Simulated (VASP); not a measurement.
# KCdCO3F (P-6m2) in VASP: single point with r2SCAN

Aim: the single point of KCdCO3F with r2SCAN.

Program: VASP 6.6.1. These are calculated values, not measurements. Logs are shortened: lines on timing, memory, paths and dates and some standing lists are left out, and cuts for length are marked.

**1. The cell of the first run**

It takes space group P-6m2 (No. 187, hexagonal). The conventional cell has a = 5.042 Å, b = 5.042 Å, c = 4.424 Å, α = 90.00°, β = 90.00°, γ = 120.00°. K (site symmetry -6m2) has 6 O at 2.75 Å and 3 F at 2.91 Å and 6 C at 3.66 Å and 6 Cd at 3.66 Å within 3.7 Å. Cd (site symmetry -6m2) has 2 F at 2.21 Å and 6 O at 2.53 Å and 3 C at 2.91 Å within 3.0 Å. C (site symmetry -6m2) has 3 O at 1.28 Å within 1.7 Å. O (site symmetry mm2) has 1 C at 1.28 Å within 1.7 Å. Within 3.0 Å of F (site symmetry -6m2) lie 2 Cd at 2.21 Å and 3 K at 2.91 Å.

**2. Single point, r2SCAN**

The input, POSCAR:

```
KCdCO3F
1.0
    5.0419290554      0.0000000000      0.0000000000
   -2.5209645277      4.3664386461      0.0000000000
    0.0000000000      0.0000000000      4.4240642867
K Cd C O F
1 1 1 3 1
Direct
    0.0000000000      0.0000000000      0.0000000000
    0.6666666667      0.3333333333      0.5000000000
    0.3333333333      0.6666666667      0.5000000000
    0.1864134963      0.3728269925      0.5000000000
    0.1864134963      0.8135865037      0.5000000000
    0.6271730075      0.8135865037      0.5000000000
    0.6666666667      0.3333333333      0.0000000000
```

The input, INCAR.step1:

```
SYSTEM = KCdCO3F
ALGO = Normal
EDIFF = 1E-5
ENCUT = 770
GGA = PE
GGA_COMPAT = .FALSE.
ISMEAR = 0
LASPH = .TRUE.
LCHARG = .FALSE.
LREAL = .FALSE.
LWAVE = .TRUE.
NBANDS = 38
NELM = 120
PREC = Accurate
SIGMA = 0.01
```

The input, INCAR.step2:

```
SYSTEM = KCdCO3F
ALGO = Normal
EDIFF = 1E-6
ENCUT = 770
GGA_COMPAT = .FALSE.
ISIF = 2
ISMEAR = 0
ISTART = 1
LASPH = .TRUE.
LCHARG = .TRUE.
LELF = .TRUE.
LMIXTAU = .TRUE.
LREAL = .FALSE.
LVHAR = .TRUE.
LWAVE = .FALSE.
METAGGA = R2SCAN
NBANDS = 38
NELM = 120
PREC = Accurate
SIGMA = 0.01
```

The input, KPOINTS:

```
k-points
0
G
  6 6 6
  0 0 0
```

Potentials or basis: VASP PAW PBE potentials, release 64 (K_sv, Cd_sv_GW, C, O, F).

Started as:

```sh
> cat potpaw_PBE.64/K_sv/POTCAR potpaw_PBE.64/Cd_sv_GW/POTCAR potpaw_PBE.64/C/POTCAR potpaw_PBE.64/O/POTCAR potpaw_PBE.64/F/POTCAR > POTCAR
> cp INCAR.step1 INCAR
> mpirun -np 1 vasp_std > vasp.out
> cp INCAR.step2 INCAR
> mpirun -np 1 vasp_std > vasp.out
```

OUTCAR:

```text
SYSTEM = KCdCO3F
   EDIFF = 1E-6
   ENCUT = 770
   ISIF = 2
   ISMEAR = 0
   ISTART = 1
   LASPH = .TRUE.
   LREAL = .FALSE.
   METAGGA = R2SCAN
   NELM = 120
   PREC = Accurate

 ion  position               nearest neighbor table
   1  0.000  0.000  0.000-   6 2.75   6 2.75   4 2.75   4 2.75   5 2.75   5 2.75
   2  0.667  0.333  0.500-   7 2.21   7 2.21
   3  0.333  0.667  0.500-   5 1.28   6 1.28   4 1.28
   4  0.186  0.373  0.500-   3 1.28   1 2.75   1 2.75
   5  0.186  0.814  0.500-   3 1.28   1 2.75   1 2.75
   6  0.627  0.814  0.500-   3 1.28   1 2.75   1 2.75
   7  0.667  0.333  0.000-   2 2.21   2 2.21

  LATTYP: Found a hexagonal cell.
 ALAT       =     5.0419290554
 C/A-ratio  =     0.8774546881

  Lattice vectors:

 A1 = (   5.0419290554,   0.0000000000,   0.0000000000)
 A2 = (  -2.5209645277,   4.3664386461,   0.0000000000)
 A3 = (   0.0000000000,   0.0000000000,   4.4240642867)

Analysis of symmetry for initial positions (statically):
=====================================================================
 Subroutine PRICEL returns:
 Original cell was already a primitive cell.

 Routine SETGRP: Setting up the symmetry group for a
 hexagonal supercell.

 Subroutine GETGRP returns: Found 12 space group operations
 (whereof 12 operations were pure point group operations)
 out of a pool of 24 trial point group operations.

The static configuration has the point symmetry D_3h.

Analysis of symmetry for dynamics (positions and initial velocities):
=====================================================================
 Subroutine PRICEL returns:
 Original cell was already a primitive cell.

 Routine SETGRP: Setting up the symmetry group for a
 hexagonal supercell.

 Subroutine GETGRP returns: Found 12 space group operations
 (whereof 12 operations were pure point group operations)
 out of a pool of 24 trial point group operations.

The dynamic configuration has the point symmetry D_3h.

 Subroutine INISYM returns: Found 12 space group operations
 (whereof 12 operations are pure point group operations),
 and found     1 'primitive' translations

----------------------------------------------------------------------------------------

                                     Primitive cell

  volume of cell :      97.3970

  direct lattice vectors                    reciprocal lattice vectors
     5.041929055  0.000000000  0.000000000     0.198336785  0.114509796  0.000000000
    -2.520964528  4.366438646  0.000000000     0.000000000  0.229019593  0.000000000
     0.000000000  0.000000000  4.424064287     0.000000000  0.000000000  0.226036498

  length of vectors
     5.041929055  5.041929055  4.424064287     0.229019593  0.229019593  0.226036498

  position of ions in fractional coordinates (direct lattice)
     0.000000000  0.000000000  0.000000000
     0.666666667  0.333333333  0.500000000
     0.333333333  0.666666667  0.500000000
     0.186413496  0.372826993  0.500000000
     0.186413496  0.813586504  0.500000000
     0.627173007  0.813586504  0.500000000
     0.666666667  0.333333333  0.000000000

  ion indices of the primitive-cell ions
   primitive index   ion index
                 1           1
                 2           2
                 3           3
                 4           4
                 5           5
                 6           6
                 7           7

----------------------------------------------------------------------------------------

 KPOINTS: k-points

Automatic generation of k-mesh.
 Grid dimensions read from file:
 generate k-points for:    6    6    6

 Generating k-lattice:

  Cartesian coordinates                     Fractional coordinates (reciprocal lattice)
     0.033056131  0.019084966  0.000000000     0.166666667  0.000000000  0.000000000
     0.000000000  0.038169932  0.000000000     0.000000000  0.166666667  0.000000000
     0.000000000  0.000000000  0.037672750     0.000000000  0.000000000  0.166666667

  Length of vectors
     0.038169932  0.038169932  0.037672750

  Shift w.r.t. Gamma in fractional coordinates (k-lattice)
     0.000000000  0.000000000  0.000000000

 Subroutine IBZKPT returns following result:
 ===========================================

 Found     28 irreducible k-points:

 Following reciprocal coordinates:
            Coordinates               Weight
  0.000000  0.000000  0.000000      1.000000
  0.166667  0.000000  0.000000      6.000000
  0.333333  0.000000  0.000000      6.000000
  0.500000 -0.000000  0.000000      3.000000
  0.166667  0.166667  0.000000      6.000000
  0.333333  0.166667  0.000000     12.000000
[... 16 lines left out ...]
  0.166667  0.000000  0.500000      6.000000
  0.333333  0.000000  0.500000      6.000000
 [... further k-points ...]
   k-points           NKPTS =     28   k-points in BZ     NKDIM =     28   number of bands    NBANDS=     38
   number of dos      NEDOS =    301   number of ions     NIONS =      7
   total plane-waves  NPLWV =  92160
   dimension x,y,z NGX =    48 NGY =   48 NGZ =   40
   dimension x,y,z NGXF=    96 NGYF=   96 NGZF=   80
   ions per type =               1   1   1   3   1
   NGX,Y,Z   is equivalent  to a cutoff of  15.83, 15.83, 15.03 a.u.
   NGXF,Y,Z  is equivalent  to a cutoff of  31.65, 31.65, 30.06 a.u.
 SYSTEM =  KCdCO3F
   PREC   = accura    normal or accurate (medium, high low for compatibility)
   ISTART =      1    job   : 0-new  1-cont  2-samecut
   ICHARG =      0    charge: 1-file 2-atom 10-const
   ISPIN  =      1    spin polarized calculation?
   LNONCOLLINEAR =      F non collinear calculations
   LSORBIT =      F    spin-orbit coupling
   LASPH  =      T    aspherical Exc in radial PAW
   ENCUT  =  770.0 eV  56.59 Ry    7.52 a.u.  11.41 11.41 10.01*2*pi/ulx,y,z
   NELM   =    120;   NELMIN=  2; NELMDL=  0     # of ELM steps
   EDIFF  = 0.1E-05   stopping-criterion for ELM
   LREAL  =      F    real-space projection
   EDIFFG = 0.1E-04   stopping-criterion for IOM
   NSW    =      0    number of steps for IOM
   IBRION =     -1    ionic relax: 0-MD 1-quasi-New 2-CG
   NFREE  =      0    steps in history (QN), initial steepest desc. (CG)
   ISIF   =      2    stress and relaxation
   ISYM   =      2    0-nonsym 1-usesym 2-fastsym
   POTIM  = 0.5000    time-step for ionic-motion
   TEBEG  =    0.0;   TEEND  =   0.0 temperature during run
   PSTRESS=    0.0 pullay stress
   NELECT =      58.0000    total number of electrons
   NUPDOWN=      -1.0000    fix difference up-down
   EMIN   =  10.00;   EMAX   =-10.00  energy-range for DOS
   EFERMI =   0.00;   METHOD = LEGACY
   ISMEAR =     0;   SIGMA  =   0.01  broadening in eV -4-tet -1-fermi 0-gaus
   EFERMI_NEDOS =   21; number of points for ismear=-14 and -15
   IALGO  =     38    algorithm
   IMIX   =      4    mixing-type and parameters
     AMIX     =   0.40;   BMIX     =  1.00
     AMIX_MAG =   1.60;   BMIX_MAG =  1.00
  volume/ion in A,a.u.               =      13.91        93.90
  Fermi-wavevector in a.u.,A,eV,Ry     =   1.377323  2.602762 25.810488  1.897017
  Thomas-Fermi vector in A             =   2.502486
   LORBIT       =      0    0 simple, 1 ext, 2 COOP (PROOUT), +10 PAW based schemes
   METAGGA = R2SCAN    functional components
   LHFCALC =     F    Hartree Fock is set to
   AEXX    =    0.0000 exact exchange contribution
   IVDW    =     0    specifies the selected vdW correction
   LEPSILON=     F    determine dielectric tensor
   LRPA    =     F    only Hartree local field effects (RPA)
 non-spin polarized calculation
 Gauss-broadening in eV      SIGMA  =   0.01
  energy-cutoff  :      770.00
  volume of cell :       97.40
 maximum number of plane-waves:      4760
 NGX is ok and might be reduce to    48
   NGX = 23   NGY = 23   NGZ = 21

 number of electron      57.9999991 magnetization

 Free energy of the ion-electron system (eV)
  ---------------------------------------------------
  ext. energy  EPLUGINS =         0.00000000
  ---------------------------------------------------
  free energy    TOTEN  =       -70.43482621 eV

  energy without entropy =      -70.43482621  energy(sigma->0) =      -70.43482621

 E-fermi :   0.6614     XC(G=0): -10.1093

 val. band max:        0.5231458926   @ k =   0.0000   0.0000   0.5000
 cond. band min:       3.2042053955   @ k =   0.0000   0.0000   0.0000
 fundamental gap:      2.6810595028
 Fermi energy:         0.6613855581

 k-point     1 :       0.0000    0.0000    0.0000
  band No.  band energies     occupation
      1    -102.6033      2.00000
      2     -62.7980      2.00000
      3     -62.7980      2.00000
      4     -62.7889      2.00000
      5     -28.1754      2.00000
      6     -22.6306      2.00000
[... 30 lines left out ...]
     37      11.8044      0.00000
     38      12.7341      0.00000

 k-point     2 :       0.1667    0.0000    0.0000
  band No.  band energies     occupation
      1    -102.6033      2.00000
      2     -62.7980      2.00000
      3     -62.7980      2.00000
      4     -62.7889      2.00000
      5     -28.1743      2.00000
      6     -22.6152      2.00000
[... 30 lines left out ...]
     37      11.8385      0.00000
     38      11.9257      0.00000

 k-point     3 :       0.3333    0.0000    0.0000
  band No.  band energies     occupation
      1    -102.6033      2.00000
      2     -62.7980      2.00000
      3     -62.7980      2.00000
      4     -62.7889      2.00000
      5     -28.1719      2.00000
      6     -22.5792      2.00000
[... 30 lines left out ...]
     37      11.6123      0.00000
     38      11.9356      0.00000

 k-point     4 :       0.5000   -0.0000    0.0000
  band No.  band energies     occupation
      1    -102.6033      2.00000
      2     -62.7980      2.00000
      3     -62.7980      2.00000
      4     -62.7889      2.00000
      5     -28.1707      2.00000
      6     -22.5552      2.00000
[... 30 lines left out ...]
     37      11.4177      0.00000
     38      11.9399      0.00000
[... 703 lines left out ...]
      4     -62.7892      2.00000
      5     -28.1660      2.00000
      6     -22.5927      2.00000
[... 30 lines left out ...]
     37      11.5608      0.00000
     38      12.8838      0.00000

 k-point    23 :       0.1667    0.0000    0.5000
  band No.  band energies     occupation
      1    -102.6033      2.00000
      2     -62.7980      2.00000
      3     -62.7980      2.00000
      4     -62.7892      2.00000
      5     -28.1652      2.00000
      6     -22.5749      2.00000
[... 30 lines left out ...]
     37      11.5964      0.00000
     38      12.8834      0.00000

 k-point    24 :       0.3333    0.0000    0.5000
  band No.  band energies     occupation
      1    -102.6033      2.00000
      2     -62.7980      2.00000
      3     -62.7980      2.00000
      4     -62.7892      2.00000
      5     -28.1636      2.00000
      6     -22.5383      2.00000
[... 30 lines left out ...]
     37      11.8749      0.00000
     38      12.1805      0.00000

 [... further k-points ...]
[... 5 lines left out ...]
  --------------------------------------------------------------------------------------
  -------------------------------------------------------------------------------------
  Total        0.5986356      0.5986356     -0.1623826      0.0000000     -0.0000000      0.0000000
  in kB        9.8475366      9.8475366     -2.6711890      0.0000000     -0.0000000      0.0000000
  external PRESSURE =       5.6746281 kB  Pullay stress =       0.0000000 kB

 VOLUME and BASIS-vectors are now :
 -----------------------------------------------------------------------------
  energy-cutoff  :      770.00
  volume of cell :       97.40
      direct lattice vectors                 reciprocal lattice vectors
     5.041929055  0.000000000  0.000000000     0.198336785  0.114509796  0.000000000
    -2.520964528  4.366438646  0.000000000     0.000000000  0.229019593  0.000000000
     0.000000000  0.000000000  4.424064287     0.000000000  0.000000000  0.226036498

 POSITION                                       TOTAL-FORCE (eV/Angst)
 -----------------------------------------------------------------------------------
      0.00000      0.00000      0.00000         0.000000     -0.000000     -0.000000
      2.52096      1.45548      2.21203         0.000000     -0.000000     -0.000000
     -0.00000      2.91096      2.21203         0.000000     -0.000000     -0.000000
      0.00000      1.62793      2.21203         0.000000     -0.346167      0.000000
     -1.11114      3.55248      2.21203        -0.299790      0.173084     -0.000000
      1.11114      3.55248      2.21203         0.299790      0.173084     -0.000000
      2.52096      1.45548      0.00000         0.000000     -0.000000     -0.000000
 -----------------------------------------------------------------------------------
    total drift:                               -0.000003      0.000002      0.000000

  FREE ENERGIE OF THE ION-ELECTRON SYSTEM (eV)
  ---------------------------------------------------
  free  energy   TOTEN  =       -70.4348262050 eV

  energy  without entropy=      -70.4348262050  energy(sigma->0) =      -70.43482621
```

Run time: 7.3 min. Hardware: 1 thread of Intel Xeon Platinum 8375C at 2.90GHz (Ice Lake), shared host; peak memory 0.49 GiB.

What came out:

* Free energy: -70.4348 eV
* Pressure: 0.6 GPa
* Largest force: 0.346 eV/Å
* Band gap on the k mesh: 2.68 eV

Forces in eV/Å, atoms in the order of the input:
```
K    0.000  0.000  0.000
Cd   0.000  0.000  0.000
C    0.000  0.000  0.000
O    0.000 -0.346  0.000
O   -0.300  0.173  0.000
O    0.300  0.173  0.000
F    0.000  0.000  0.000
```

Levels at points of the mesh, in eV from the valence-band top:
```
           k point  band 25  band 26  band 27  band 28  band 29  band 30  band 31  band 32  band 33  band 34
(0.00, 0.00, 0.00)    -1.76    -1.76    -1.50    -1.50     0.00     2.68     6.61     6.88     9.75     9.75
(0.50, 0.00, 0.00)    -2.99    -1.99    -1.47    -1.44    -0.10     4.95     6.61     6.66     9.45    10.41
(0.00, 0.00, 0.50)    -1.89    -1.89    -1.41    -1.41     0.00     4.99     5.92     6.93    10.12    10.12
(0.50, 0.00, 0.50)    -2.23    -1.73    -1.37    -1.33    -0.10     6.51     6.72     7.76     8.81     8.91
```

Caveat: the PAW data sets were made with another functional, which shifts forces and pressure a little.
